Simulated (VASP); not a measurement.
# HfN (P6_3/mmc) in VASP: notebook, part 2 of 2

VASP 6.6.1.

## (6) Single point, LDA

Input file INCAR:

```
ALGO     = Normal         # electronic algorithm
EDIFF    = 1E-6           # SCF threshold, eV
ENCUT    = 520            # plane-wave cutoff, eV
GGA      = CA             # functional
ISIF     = 2              # what is computed and relaxed
ISMEAR   = 1              # smearing method
LASPH    = True           # aspherical terms in the spheres
LCHARG   = True           # write CHGCAR
LELF     = True           # ELF
LREAL    = False          # projectors in reciprocal space
LVHAR    = True         
LWAVE    = False          # write WAVECAR
NBANDS   = 23             # bands
NELM     = 100            # most SCF steps
PREC     = Accurate       # precision mode
SIGMA    = 0.025          # smearing width, eV
```

Input file KPOINTS:

```
k-points
0
Gamma
  9 9 5
```

Input file POSCAR:

```
HfN
1.0
    3.1339080000      0.0000000000      0.0000000000
   -1.5669540000      2.7140440000      0.0000000000
    0.0000000000      0.0000000000      5.4167680000
Hf N
2 2
Direct
    0.6666666667      0.3333333333      0.7500000000
    0.3333333333      0.6666666667      0.2500000000
    0.0000000000      0.0000000000      0.0000000000
    0.0000000000      0.0000000000      0.5000000000
```

Potentials or basis: VASP PAW LDA potentials, release 64 (Hf_pv, N).

The run is started by

```bash
$ cat potpaw_LDA.64/Hf_pv/POTCAR potpaw_LDA.64/N/POTCAR > POTCAR
$ mpirun -np 1 vasp_std > vasp.out
```

OUTCAR:

```text
EDIFF = 1E-6
   ENCUT = 520
   GGA = CA
   ISIF = 2
   ISMEAR = 1
   LASPH = True
   LREAL = False
   NELM = 100
   PREC = Accurate

 ion  position               nearest neighbor table
   1  0.667  0.333  0.750-   3 2.26   4 2.26   3 2.26   4 2.26   3 2.26   4 2.26   2 3.26   2 3.26
                             2 3.26   2 3.26   2 3.26   2 3.26
   2  0.333  0.667  0.250-   3 2.26   4 2.26   3 2.26   4 2.26   3 2.26   4 2.26   1 3.26   1 3.26
                             1 3.26   1 3.26   1 3.26   1 3.26
   3  0.000  0.000  0.000-   1 2.26   2 2.26   1 2.26   2 2.26   1 2.26   2 2.26
   4  0.000  0.000  0.500-   1 2.26   2 2.26   1 2.26   2 2.26   1 2.26   2 2.26

  LATTYP: Found a hexagonal cell.
 ALAT       =     3.1339080000
 C/A-ratio  =     1.7284387417

  Lattice vectors:

 A1 = (   3.1339080000,   0.0000000000,   0.0000000000)
 A2 = (  -1.5669540000,   2.7140440000,   0.0000000000)
 A3 = (   0.0000000000,   0.0000000000,   5.4167680000)

Analysis of symmetry for initial positions (statically):
=====================================================================
 Subroutine PRICEL returns:
 Original cell was already a primitive cell.

 Routine SETGRP: Setting up the symmetry group for a
 hexagonal supercell.

 Subroutine GETGRP returns: Found 24 space group operations
 (whereof 12 operations were pure point group operations)
 out of a pool of 24 trial point group operations.

The static configuration has the point symmetry D_3d.
 The point group associated with its full space group is D_6h.

Analysis of symmetry for dynamics (positions and initial velocities):
=====================================================================
 Subroutine PRICEL returns:
 Original cell was already a primitive cell.

 Routine SETGRP: Setting up the symmetry group for a
 hexagonal supercell.

 Subroutine GETGRP returns: Found 24 space group operations
 (whereof 12 operations were pure point group operations)
 out of a pool of 24 trial point group operations.

The dynamic configuration has the point symmetry D_3d.
 The point group associated with its full space group is D_6h.

 Subroutine INISYM returns: Found 24 space group operations
 (whereof 12 operations are pure point group operations),
 and found     1 'primitive' translations

----------------------------------------------------------------------------------------

                                     Primitive cell

  volume of cell :      46.0727

  direct lattice vectors                    reciprocal lattice vectors
     3.133908000  0.000000000  0.000000000     0.319090414  0.184226932  0.000000000
    -1.566954000  2.714044000  0.000000000     0.000000000  0.368453864  0.000000000
     0.000000000  0.000000000  5.416768000     0.000000000  0.000000000  0.184611931

  length of vectors
     3.133908000  3.133908051  5.416768000     0.368453870  0.368453864  0.184611931

  position of ions in fractional coordinates (direct lattice)
     0.666666667  0.333333333  0.750000000
     0.333333333  0.666666667  0.250000000
     0.000000000  0.000000000  0.000000000
     0.000000000  0.000000000  0.500000000

  ion indices of the primitive-cell ions
   primitive index   ion index
[... 27 lines left out ...]
 ===========================================

 Found     36 irreducible k-points:

 Following reciprocal coordinates:
            Coordinates               Weight
  0.000000  0.000000  0.000000      1.000000
  0.111111  0.000000  0.000000      6.000000
  0.222222  0.000000  0.000000      6.000000
  0.333333  0.000000  0.000000      6.000000
  0.444444  0.000000  0.000000      6.000000
  0.111111  0.111111  0.000000      6.000000
[... 16 lines left out ...]
  0.333333  0.222222  0.200000     24.000000
  0.333333  0.333333  0.200000      4.000000
 [... further k-points ...]
   k-points           NKPTS =     36   k-points in BZ     NKDIM =     36   number of bands    NBANDS=     23
   number of dos      NEDOS =    301   number of ions     NIONS =      4
   total plane-waves  NPLWV =  23040
   dimension x,y,z NGX =    24 NGY =   24 NGZ =   40
   dimension x,y,z NGXF=    48 NGYF=   48 NGZF=   80
   ions per type =               2   2
   NGX,Y,Z   is equivalent  to a cutoff of  12.73, 12.73, 12.28 a.u.
   NGXF,Y,Z  is equivalent  to a cutoff of  25.46, 25.46, 24.55 a.u.
 SYSTEM =  unknown system
   PREC   = accura    normal or accurate (medium, high low for compatibility)
   ISTART =      0    job   : 0-new  1-cont  2-samecut
   ICHARG =      2    charge: 1-file 2-atom 10-const
   ISPIN  =      1    spin polarized calculation?
   LNONCOLLINEAR =      F non collinear calculations
   LSORBIT =      F    spin-orbit coupling
   LASPH  =      T    aspherical Exc in radial PAW
   ENCUT  =  520.0 eV  38.22 Ry    6.18 a.u.   5.83  5.83 10.07*2*pi/ulx,y,z
   NELM   =    100;   NELMIN=  2; NELMDL= -5     # of ELM steps
   EDIFF  = 0.1E-05   stopping-criterion for ELM
   LREAL  =      F    real-space projection
   EDIFFG = 0.1E-04   stopping-criterion for IOM
   NSW    =      0    number of steps for IOM
   IBRION =     -1    ionic relax: 0-MD 1-quasi-New 2-CG
   NFREE  =      0    steps in history (QN), initial steepest desc. (CG)
   ISIF   =      2    stress and relaxation
   ISYM   =      2    0-nonsym 1-usesym 2-fastsym
   POTIM  = 0.5000    time-step for ionic-motion
   TEBEG  =    0.0;   TEEND  =   0.0 temperature during run
   PSTRESS=    0.0 pullay stress
   NELECT =      30.0000    total number of electrons
   NUPDOWN=      -1.0000    fix difference up-down
   EMIN   =  10.00;   EMAX   =-10.00  energy-range for DOS
   EFERMI =   0.00;   METHOD = LEGACY
   ISMEAR =     1;   SIGMA  =   0.03  broadening in eV -4-tet -1-fermi 0-gaus
   EFERMI_NEDOS =   21; number of points for ismear=-14 and -15
   IALGO  =     38    algorithm
   IMIX   =      4    mixing-type and parameters
     AMIX     =   0.40;   BMIX     =  1.00
     AMIX_MAG =   1.60;   BMIX_MAG =  1.00
  volume/ion in A,a.u.               =      11.52        77.73
  Fermi-wavevector in a.u.,A,eV,Ry     =   1.418951  2.681429 27.394277  2.013423
  Thomas-Fermi vector in A             =   2.540023
   LORBIT       =      0    0 simple, 1 ext, 2 COOP (PROOUT), +10 PAW based schemes
   GGA     = CA    functional components
   LHFCALC =     F    Hartree Fock is set to
   AEXX    =    0.0000 exact exchange contribution
   IVDW    =     0    specifies the selected vdW correction
   LEPSILON=     F    determine dielectric tensor
   LRPA    =     F    only Hartree local field effects (RPA)
 non-spin polarized calculation
 Methfessel and Paxton  Order N= 1 SIGMA  =   0.03
  energy-cutoff  :      520.00
  volume of cell :       46.07
 maximum number of plane-waves:      1275
 NGX is ok and might be reduce to    24
   NGX = 11   NGY = 11   NGZ = 21

 number of electron      30.0000004 magnetization

 Free energy of the ion-electron system (eV)
  ---------------------------------------------------
  ext. energy  EPLUGINS =         0.00000000
  ---------------------------------------------------
  free energy    TOTEN  =       -47.54613744 eV

  energy without entropy =      -47.54611076  energy(sigma->0) =      -47.54612855

 E-fermi :   7.9110     XC(G=0): -12.9902

 val. band max:        7.8931463751   @ k =   0.3333   0.3333   0.0000
 cond. band min:       7.9199619253   @ k =   0.2222   0.1111   0.4000
 fundamental gap:      0.0268155502
 Fermi energy:         7.9110039486

 k-point     1 :       0.0000    0.0000    0.0000
  band No.  band energies     occupation
      1     -23.7677      2.00000
      2     -22.8873      2.00000
      3     -22.7845      2.00000
      4     -22.7845      2.00000
      5     -22.7222      2.00000
      6     -22.7222      2.00000
[... 613 lines left out ...]
     22      13.8865      0.00000
     23      15.4519      0.00000

 [... further k-points ...]

------------------------ aborting loop because EDIFF is reached ----------------------------------------

  FORCE on cell =-STRESS in cart. coord.  units (eV):
  Direction    XX          YY          ZZ          XY          YZ          ZX
  --------------------------------------------------------------------------------------
  -------------------------------------------------------------------------------------
  Total       -2.8416897     -2.8416898     -3.0293524      0.0000000      0.0000000      0.0000000
  in kB      -98.8197774    -98.8197817   -105.3457485      0.0000000      0.0000000      0.0000000
  external PRESSURE =    -100.9951025 kB  Pullay stress =       0.0000000 kB

 VOLUME and BASIS-vectors are now :
 -----------------------------------------------------------------------------
  energy-cutoff  :      520.00
  volume of cell :       46.07
      direct lattice vectors                 reciprocal lattice vectors
     3.133908000  0.000000000  0.000000000     0.319090414  0.184226932  0.000000000
    -1.566954000  2.714044000  0.000000000     0.000000000  0.368453864  0.000000000
     0.000000000  0.000000000  5.416768000     0.000000000  0.000000000  0.184611931

 POSITION                                       TOTAL-FORCE (eV/Angst)
 -----------------------------------------------------------------------------------
      1.56695      0.90468      4.06258        -0.000000      0.000000      0.000000
     -0.00000      1.80936      1.35419         0.000000     -0.000000      0.000000
      0.00000      0.00000      0.00000         0.000000      0.000000      0.000000
      0.00000      0.00000      2.70838         0.000000      0.000000      0.000000
 -----------------------------------------------------------------------------------
    total drift:                               -0.000000      0.000000     -0.000000

  FREE ENERGIE OF THE ION-ELECTRON SYSTEM (eV)
  ---------------------------------------------------
  free  energy   TOTEN  =       -47.5461374402 eV

  energy  without entropy=      -47.5461107557  energy(sigma->0) =      -47.54612855
```

Run time: 14 s. Hardware: 1 thread of Intel Xeon 6975P-C (Granite Rapids), shared host; peak memory 0.16 GiB.

What came out:

| Quantity | Value |
| --- | --- |
| Free energy | -47.5461 eV |
| Pressure | -10.1 GPa |
| Band gap on the k mesh | zero (band 15 reaches 9.18 eV, above the bottom of band 16 at 7.51 eV) |

Levels at points of the mesh, in eV from the Fermi level:
| k point | band 11 | band 12 | band 13 | band 14 | band 15 | band 16 | band 17 | band 18 | band 19 | band 20 |
| --- | --- | --- | --- | --- | --- | --- | --- | --- | --- | --- |
| (0.00, 0.00, 0.00) | -4.85 | -3.71 | -3.71 | -1.83 | -0.80 | 0.53 | 0.53 | 1.05 | 1.64 | 1.64 |

Caveat: spin-orbit coupling is left out, which moves the levels of the heavy elements.

## (7) The runs side by side

| smearing | gap on the mesh (eV) | pressure (GPa) |
| --- | --- | --- |
| methfessel-paxton 0.25 eV | none | -10.1 |
| methfessel-paxton 0.15 eV | none | -10.1 |
| methfessel-paxton 0.1 eV | none | -10.1 |
| methfessel-paxton 0.05 eV | none | -10.1 |
| methfessel-paxton 0.025 eV | none | -10.1 |

Alike in all rows: task single point; level LDA; potentials or basis VASP PAW LDA potentials, release 64 (Hf_pv, N); no spin polarisation; cell as given; k mesh 9 × 9 × 5; cutoff (eV) 520.

Every run on the cell as given and a fine mesh finds a metal.

Caveats: spin-orbit coupling is left out, which moves the levels of the heavy elements.

Total energies depend on the potentials used, so only differences within one code and one set of settings carry meaning.
